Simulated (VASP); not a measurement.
A run of VASP 6.6.1:

File INCAR:

```
SYSTEM = InSb2
  PREC = Accurate
  ENCUT = 500
  EDIFF = 1E-6
  ISMEAR = -1
  SIGMA = 0.1
  LREAL = .FALSE.
  LASPH = .TRUE.
  NELM = 120
  ALGO = Normal
  ISIF = 2
  LWAVE = .FALSE.
  LCHARG = .FALSE.
  GGA = PE
  NBANDS = 18
  GGA_COMPAT = .FALSE.
```

The input KPOINTS:

```
regular mesh
0
G
  4 4 4
  0 0 0
```

Contents of POSCAR:

```
InSb2
1.0
    0.0000000000      3.7945550000      3.7945550000
    3.7945550000      0.0000000000      3.7945550000
    3.7945550000      3.7945550000      0.0000000000
In Sb
1 2
Direct
    0.0000000000      0.0000000000      0.0000000000
    0.7500000000      0.7500000000      0.7500000000
    0.5000000000      0.5000000000      0.5000000000
```

Potentials or basis: VASP PAW PBE potentials, release 64 (In_d, Sb).

Command:

```bash
$ cat potpaw_PBE.64/In_d/POTCAR potpaw_PBE.64/Sb/POTCAR > POTCAR
$ mpirun -np 1 vasp_std > vasp.out
```

Hardware: 1 thread of Intel(R) Xeon(R) 6975P-C (Granite Rapids), with other jobs on the host.

Task: Estimate the wall time of this run.

Result: It took 11 s on 1 thread of Intel(R) Xeon(R) 6975P-C (Granite Rapids), with other jobs on the host, peak memory 0.23 GiB. Counts: scf iterations 14, k points 8.
